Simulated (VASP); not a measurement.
Input of a VASP 6.6.1 run:

The input POSCAR:

```
GaN
1.0
    3.1799996605      0.0000000000      0.0000000000
   -1.5899998303      2.7539604900      0.0000000000
    0.0000000000      0.0000000000      5.0368500000
Ga N
2 2
Direct
    0.3333333333      0.6666666667      0.0000000000
    0.6666666667      0.3333333333      0.5000000000
    0.3333333333      0.6666666667      0.3750000000
    0.6666666667      0.3333333333      0.8750000000
```

File INCAR.step1:

```
SYSTEM = GaN
  PREC = Accurate
  ENCUT = 520
  ISMEAR = 0
  SIGMA = 0.05
  LREAL = .False.
  LASPH = .True.
  NELM = 80
  NBANDS = 26
  GGA = PE
  ALGO = Normal
  EDIFF = 1E-4
  LWAVE = .True.
  LCHARG = .False.
```

The input INCAR.step2:

```
SYSTEM = GaN
  PREC = Accurate
  ENCUT = 520
  EDIFF = 1E-6
  ISMEAR = 0
  SIGMA = 0.05
  LREAL = .False.
  LASPH = .True.
  NELM = 80
  ALGO = Normal
  ISIF = 2
  LWAVE = .False.
  LCHARG = .False.
  METAGGA = R2SCAN
  LMIXTAU = .True.
  NBANDS = 26
  ISTART = 1
```

Contents of KPOINTS:

```
regular mesh
0
Gamma
  12 12 6
  0 0 0
```

Potentials or basis: VASP PAW PBE potentials, release 64 (Ga_d, N).

Command:

```console
$ cat potpaw_PBE.64/Ga_d/POTCAR potpaw_PBE.64/N/POTCAR > POTCAR
$ cp INCAR.step1 INCAR
$ mpirun -np 1 vasp_std > vasp.out
$ cp INCAR.step2 INCAR
$ mpirun -np 1 vasp_std > vasp.out
```

(1) Predict the pressure.

(2) What does it give for the largest force?

(3) What does it give for the band gap on the k mesh?

Results:

(1) 8.0 GPa.

(2) 0.531 eV/Å.

(3) 2.59 eV.

Caveat: the cell differs from its parent crystal (strain +0.000 along x and y, -0.025 along z); the stress differs along the axes, from 3 to 17 GPa; the PAW data sets were made with another functional, which shifts forces and pressure a little.
